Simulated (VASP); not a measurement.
# Cd5B3ClO9 (Cm) in VASP: single point with PBE

Aim: the single point of Cd5B3ClO9 with PBE.

Program: VASP 6.6.1. These are calculated values, not measurements. Logs are shortened: lines on timing, memory, paths and dates and some standing lists are left out, and cuts for length are marked.

## (1) The cell of the first run

The structure is monoclinic, space group Cm (No. 8). Conventional cell: a = 8.172 Å, b = 16.061 Å, c = 3.474 Å, α = 90.00°, β = 99.29°, γ = 90.00°. Within 2.9 Å of Cd (site symmetry 1) lie 5 O at 2.19 to 2.37 Å and 1 Cl at 2.56 Å. Within 3.0 Å of Cd (site symmetry 1) lie 7 O at 2.30 to 2.84 Å and 1 B at 2.79 Å. Within 2.9 Å of Cd (site symmetry m) lie 4 O at 2.17 to 2.36 Å and 2 Cl at 2.57 to 2.61 Å. B (site symmetry m) has 3 O at 1.38 Å within 1.8 Å. B (site symmetry 1) has 3 O at 1.38 to 1.40 Å within 1.8 Å. Within 3.4 Å of Cl (site symmetry m) lie 4 Cd at 2.56 to 2.61 Å and 3 O at 3.23 to 3.26 Å. O (site symmetry 1) has 1 B at 1.38 Å within 1.8 Å. O (site symmetry m) has 1 B at 1.38 Å within 1.8 Å.

## (2) Single point, PBE

The input, INCAR:

```
ALGO = Normal ; EDIFF = 1E-7
ENCUT = 520 ; GGA = PE
ISIF = 2 ; ISMEAR = -1
LASPH = T ; LCHARG = F
LREAL = Auto ; LWAVE = F
NBANDS = 80 ; NELM = 100
PREC = Accurate ; SIGMA = 0.02
```

The input, KPOINTS:

```
k-points
0
Gamma
  4 4 7
```

The input, POSCAR:

```
Cd5B3ClO9
1.0
    4.0860000000     -8.0305000000      0.0000000000
    4.0860000000      8.0305000000      0.0000000000
   -0.5610688069      0.0000000000      3.4284942182
Cd B Cl O
5 3 1 9
Direct
    0.9903735382      0.7342268925      0.5663853733
    0.7342268925      0.9903735382      0.5663853733
    0.3113920906      0.6630049340      0.9123212647
    0.6630049340      0.3113920906      0.9123212647
    0.2871760360      0.2871760360      0.3101155091
    0.6210621312      0.6210621312      0.9737874750
    0.9720919015      0.3689032533      0.3370023348
    0.3689032533      0.9720919015      0.3370023348
    0.0491785822      0.0491785822      0.7116196685
    0.7760194747      0.6235675177      0.0194630622
    0.6235675177      0.7760194747      0.0194630622
    0.4501900285      0.4501900285      0.8743426839
    0.1619040572      0.4552965307      0.3466027451
    0.4552965307      0.1619040572      0.3466027451
    0.1965731704      0.8359475676      0.1252643938
    0.8359475676      0.1965731704      0.1252643938
    0.9120870824      0.4534452110      0.5552081578
    0.4534452110      0.9120870824      0.5552081578
```

Potentials or basis: VASP PAW PBE potentials, release 64 (Cd, B, Cl, O).

The run is started by

```bash
> cat potpaw_PBE.64/Cd/POTCAR potpaw_PBE.64/B/POTCAR potpaw_PBE.64/Cl/POTCAR potpaw_PBE.64/O/POTCAR > POTCAR
> mpirun -np 1 vasp_std > vasp.out
```

OUTCAR:

```text
EDIFF = 1E-7
   ENCUT = 520
   GGA = PE
   ISIF = 2
   ISMEAR = -1
   LASPH = T
   LREAL = Auto
   NELM = 100
   PREC = Accurate

 ion  position               nearest neighbor table
   1  0.990  0.734  0.566-  17 2.19  10 2.29  15 2.29  15 2.30  10 2.37   9 2.56   3 3.47   4 3.55
                             4 3.59
   2  0.734  0.990  0.566-  18 2.19  11 2.29  16 2.29  16 2.30  11 2.37   9 2.56   4 3.47   3 3.55
                             3 3.59
   3  0.311  0.663  0.912-  13 2.30  13 2.31  18 2.34  11 2.35  15 2.43  18 2.67   8 2.79  12 2.84
                             1 3.47   2 3.55   2 3.59   5 3.64   5 3.73
   4  0.663  0.311  0.912-  14 2.30  14 2.31  17 2.34  10 2.35  16 2.43  17 2.67   7 2.79  12 2.84
                             2 3.47   1 3.55   1 3.59   5 3.64   5 3.73
   5  0.287  0.287  0.310-  12 2.17  12 2.18  13 2.36  14 2.36   9 2.57   9 2.61   4 3.64   3 3.64
                             3 3.73   4 3.73
   6  0.621  0.621  0.974-  10 1.38  11 1.38  12 1.38
   7  0.972  0.369  0.337-  17 1.38  16 1.38  13 1.40   4 2.79
   8  0.369  0.972  0.337-  18 1.38  15 1.38  14 1.40   3 2.79
   9  0.049  0.049  0.712-   1 2.56   2 2.56   5 2.57   5 2.61
  10  0.776  0.624  0.019-   6 1.38   1 2.29   4 2.35   1 2.37
  11  0.624  0.776  0.019-   6 1.38   2 2.29   3 2.35   2 2.37
  12  0.450  0.450  0.874-   6 1.38   5 2.17   5 2.18   4 2.84   3 2.84
  13  0.162  0.455  0.347-   7 1.40   3 2.30   3 2.31   5 2.36
  14  0.455  0.162  0.347-   8 1.40   4 2.30   4 2.31   5 2.36
  15  0.197  0.836  0.125-   8 1.38   1 2.29   1 2.30   3 2.43
  16  0.836  0.197  0.125-   7 1.38   2 2.29   2 2.30   4 2.43
  17  0.912  0.453  0.555-   7 1.38   1 2.19   4 2.34   4 2.67
  18  0.453  0.912  0.555-   8 1.38   2 2.19   3 2.34   3 2.67

  LATTYP: Found a base centered monoclinic cell.
 ALAT       =     8.1720000000
 B/A-ratio  =     1.9653695546
 C/A-ratio  =     0.4251223691
 COS(beta)  =    -0.1615004769

  Lattice vectors:

 A1 = (   4.0860000000,  -8.0305000000,   0.0000000000)
 A2 = (   4.0860000000,   8.0305000000,   0.0000000000)
 A3 = (  -0.5610688069,   0.0000000000,   3.4284942182)

Analysis of symmetry for initial positions (statically):
=====================================================================
 Subroutine PRICEL returns:
 Original cell was already a primitive cell.

 Routine SETGRP: Setting up the symmetry group for a
 base centered monoclinic supercell.

 Subroutine GETGRP returns: Found  2 space group operations
 (whereof  2 operations were pure point group operations)
 out of a pool of  4 trial point group operations.

The static configuration has the point symmetry C_1h.

Analysis of symmetry for dynamics (positions and initial velocities):
=====================================================================
 Subroutine PRICEL returns:
 Original cell was already a primitive cell.

 Routine SETGRP: Setting up the symmetry group for a
[... 151 lines left out ...]
   EMIN   =  10.00;   EMAX   =-10.00  energy-range for DOS
   EFERMI =   0.00;   METHOD = LEGACY
   ISMEAR =    -1;   SIGMA  =   0.02  broadening in eV -4-tet -1-fermi 0-gaus
   EFERMI_NEDOS =   21; number of points for ismear=-14 and -15
   IALGO  =     38    algorithm
   IMIX   =      4    mixing-type and parameters
     AMIX     =   0.40;   BMIX     =  1.00
     AMIX_MAG =   1.60;   BMIX_MAG =  1.00
  volume/ion in A,a.u.               =      12.50        84.35
  Fermi-wavevector in a.u.,A,eV,Ry     =   1.363529  2.576697 25.296119  1.859212
  Thomas-Fermi vector in A             =   2.489924
   LORBIT       =      0    0 simple, 1 ext, 2 COOP (PROOUT), +10 PAW based schemes
   GGA     = PE    functional components
   LHFCALC =     F    Hartree Fock is set to
   AEXX    =    0.0000 exact exchange contribution
   IVDW    =     0    specifies the selected vdW correction
   LEPSILON=     F    determine dielectric tensor
   LRPA    =     F    only Hartree local field effects (RPA)
 non-spin polarized calculation
  energy-cutoff  :      520.00
  volume of cell :      225.00
 maximum number of plane-waves:      6093
 NGX is ok and might be reduce to    70
   NGX = 33   NGY = 33   NGZ = 13

 number of electron     129.9999985 magnetization

 Free energy of the ion-electron system (eV)
  ---------------------------------------------------
  ext. energy  EPLUGINS =         0.00000000
  ---------------------------------------------------
  free energy    TOTEN  =       -99.74719857 eV

  energy without entropy =      -99.74719857  energy(sigma->0) =      -99.74719857

 E-fermi :   1.8890     XC(G=0): -10.6180

 val. band max:        1.4407823998   @ k =   0.0000   0.0000   0.4286
 cond. band min:       3.4139717771   @ k =   0.0000   0.0000   0.0000
 fundamental gap:      1.9731893774
 Fermi energy:         1.8890229073

 k-point     1 :       0.0000    0.0000    0.0000
  band No.  band energies     occupation
      1     -17.5953      2.00000
      2     -17.3675      2.00000
      3     -17.3112      2.00000
      4     -16.2029      2.00000
      5     -16.1792      2.00000
      6     -16.1642      2.00000
[... 1909 lines left out ...]
     76       9.5310      0.00000
     77       9.9053      0.00000

 [... further k-points ...]

 [bands above 77 left out]

------------------------ aborting loop because EDIFF is reached ----------------------------------------

  FORCE on cell =-STRESS in cart. coord.  units (eV):
  Direction    XX          YY          ZZ          XY          YZ          ZX
  --------------------------------------------------------------------------------------
  -------------------------------------------------------------------------------------
  Total        8.9124722      7.7797767      8.4925070      0.0000000      0.0000000      0.4700406
  in kB       63.4650178     55.3991812     60.4744785      0.0000000      0.0000000      3.3471223
  external PRESSURE =      59.7795591 kB  Pullay stress =       0.0000000 kB

 VOLUME and BASIS-vectors are now :
 -----------------------------------------------------------------------------
  energy-cutoff  :      520.00
  volume of cell :      225.00
      direct lattice vectors                 reciprocal lattice vectors
     4.086000000 -8.030500000  0.000000000     0.122369065 -0.062262624  0.020025545
     4.086000000  8.030500000  0.000000000     0.122369065  0.062262624  0.020025545
    -0.561068807  0.000000000  3.428494218     0.000000000  0.000000000  0.291673235

 POSITION                                       TOTAL-FORCE (eV/Angst)
 -----------------------------------------------------------------------------------
      6.72894     -2.05699      1.94185         0.032906      0.043053      0.010166
      6.72894      2.05699      1.94185         0.032906     -0.043053      0.010166
      3.46951      2.82363      3.12789        -0.006188      0.001567      0.008325
      3.46951     -2.82363      3.12789        -0.006188     -0.001567      0.008325
      2.17281      0.00000      1.06323        -0.065580      0.000000     -0.010518
      4.52896      0.00000      3.33862        -0.013692      0.000000     -0.002822
[... 10 lines left out ...]
      5.26805     -3.68312      1.90353        -0.029831     -0.025042      0.024397
      5.26805      3.68312      1.90353        -0.029831      0.025042      0.024397
 -----------------------------------------------------------------------------------
    total drift:                                0.003944     -0.000000     -0.000921

  FREE ENERGIE OF THE ION-ELECTRON SYSTEM (eV)
  ---------------------------------------------------
  free  energy   TOTEN  =       -99.7471985748 eV

  energy  without entropy=      -99.7471985748  energy(sigma->0) =      -99.74719857
```

It took 24 min on 1 thread of Intel Xeon Platinum 8259CL at 2.50GHz (Skylake/Cascade Lake), shared host; peak memory 0.63 GiB.

What came out:

```yaml
Free_energy: -99.7472 eV
Pressure: 6.0 GPa
Largest_force: 0.066 eV/Å
Band_gap_on_the_k_mesh: 1.97 eV, indirect (least direct gap 2.03 eV)
```

Forces in eV/Å, atoms in the order of the input:
```
Cd   0.033  0.043  0.010
Cd   0.033 -0.043  0.010
Cd  -0.006  0.002  0.008
Cd  -0.006 -0.002  0.008
Cd  -0.066  0.000 -0.011
B   -0.014  0.000 -0.003
B    0.001 -0.004 -0.003
B    0.001  0.004 -0.003
Cl  -0.005  0.000  0.007
O    0.020 -0.003  0.003
O    0.020  0.003  0.003
O    0.051  0.000 -0.003
O    0.004 -0.032 -0.015
O    0.004  0.032 -0.015
O   -0.004  0.014 -0.024
O   -0.004 -0.014 -0.024
O   -0.030 -0.025  0.024
O   -0.030  0.025  0.024
```
